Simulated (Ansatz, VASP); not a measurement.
# InAs: VASP beside Ansatz

```
In As
1.0
     0.00000    2.91517    2.91517
     2.91517    0.00000    2.91517
     2.91517    2.91517    0.00000
In As
1 1
Direct
  0.50000 0.50000 0.50000
  0.00000 0.00000 0.00000
```

Alike in both runs: task single point; functional r2SCAN; k mesh 8 × 8 × 8; occupations fermi-dirac, width 0.05 eV; no spin polarisation.

|  | VASP | Ansatz |
| --- | --- | --- |
| version | VASP 6.6.1 | Ansatz 0.2.0 |
| potentials or method | VASP PAW PBE potentials, release 64 (In_d, As) | Ansatz PAW |
| plane-wave cutoff (eV) | 520 | 500 |
| valence electrons in the cell | 18 | 28 |

|  | VASP | Ansatz | Ansatz less VASP |
| --- | --- | --- | --- |
| gap on the k mesh at the Fermi level (eV) | none | none | - |
| pressure (GPa) | -4.4 | -4.5 | -0.05 |

VASP's potentials were made for PBE, not for r2SCAN. A gap of «none» marks a metal or a gap that the smearing closes. VASP's potentials hold 18 valence electrons a cell and Ansatz's 28, so a difference there can come from the potentials and not from the codes.
